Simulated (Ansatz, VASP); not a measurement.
Two plane-wave programs on GaAs

```
Ga As
1.0
     5.74371    0.00000    0.00000
     0.00000   -5.74371    0.00000
     0.00000    0.00000   -5.74371
Ga As
4 4
Direct
  0.00000 0.00000 0.00000
  0.50000 0.50000 0.00000
  0.50000 0.00000 0.50000
  0.00000 0.50000 0.50000
  0.75000 0.75000 0.75000
  0.25000 0.25000 0.75000
  0.25000 0.75000 0.25000
  0.75000 0.25000 0.25000
```

Alike in both runs: functional PBE; k mesh 6 × 6 × 6; occupations gaussian, width 0.01 eV; no spin polarisation.

Ansatz relaxed the structure, and its values are those at the end. VASP's run is a single point on that final structure, the one shown.

|  | VASP | Ansatz |
| --- | --- | --- |
| version | VASP 6.6.1 | Ansatz 0.2.0 |
| potentials or method | VASP PAW PBE potentials, release 64 (Ga_d, As), cutoff 520 eV | scalar-relativistic, plane waves, PAW |
| valence electrons in the cell | 72 | 112 |

```csv
,VASP,Ansatz,Ansatz less VASP
gap on the k mesh at the Fermi level (eV),0.17,0.17,-0.003
least direct gap on the mesh (eV),0.17,0.17,-0.003
pressure (GPa),0.2,0.0,-0.17
```

VASP's potentials hold 72 valence electrons a cell and Ansatz's 112, so a difference there can come from the potentials and not from the codes.
